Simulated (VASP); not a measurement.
# Mg8HO8 (a cell with a defect): single point with PBE

Mg8HO8 (a cell with a defect):

```xyz
17
Lattice="0.0000 3.8970 3.8970 3.8970 0.0000 3.8970 3.8970 3.8970 0.0000" Properties=species:S:1:pos:R:3 pbc="T T T"
Mg    0.0118    0.0086   -0.0073
Mg    1.9765    1.9733   -0.0063
Mg    1.9341    0.1316    1.9676
Mg    3.9081    1.9732    1.9252
Mg    0.1349    1.9309    1.9677
Mg    1.9765    3.9049    1.9252
Mg    1.9342    1.9310    3.7673
Mg    3.9088    3.9056    3.8898
O     2.0025    1.9992    1.8995
O     3.9172    3.9140    1.9420
O     3.9014    1.9601    3.8974
O     5.8566    3.9140    3.8814
O     1.9632    3.8982    3.8973
O     3.9172    5.8534    3.8815
O     3.9012    3.8980    5.8353
O     5.8970    5.8937    5.7988
H     2.5702    2.5665    5.2299
```

```yaml
Program: VASP 6.6.1
Task: single point
Functional: PBE
Potentials_or_basis: VASP PAW PBE potentials, release 64 (Mg, O, H)
Cutoff: 520 eV
k_mesh: 3 × 3 × 3
Occupations: gaussian, width 0.02 eV
Spin: no spin polarisation
```

```yaml
Largest_force: 0.142 eV/Å
```

Forces in eV/Å, atoms in the order of the input:
```
Mg  -0.009 -0.008  0.010
Mg  -0.001 -0.002  0.013
Mg  -0.006  0.017  0.003
Mg  -0.014  0.000  0.002
Mg   0.017 -0.006  0.002
Mg   0.001 -0.013  0.002
Mg  -0.003 -0.003 -0.020
Mg   0.005  0.006 -0.007
O    0.012  0.011 -0.012
O   -0.004 -0.004 -0.001
O   -0.001  0.003  0.003
O    0.002 -0.002  0.004
O    0.004 -0.002  0.003
O   -0.002  0.002  0.005
O    0.001  0.000 -0.004
O   -0.081 -0.081  0.082
H    0.080  0.081 -0.084
```

Levels at points of the mesh, in eV from the Fermi level:
```tsv
k point	band 30	band 31	band 32	band 33	band 34	band 35
(0.00, 0.00, 0.00)	-0.22	-0.18	-0.18	5.59	7.71	9.05
```

Run time: 100 s on 1 thread of Intel(R) Xeon(R) 6975P-C (Granite Rapids), on a shared host, peak memory 0.27 GiB.

Caveat: the k points lie up to 0.47 Å⁻¹ apart; the cell carries a net charge on a neutralising background, which shifts energy and pressure; the cell is charged against a uniform background, so pressure and absolute levels hang on convention.
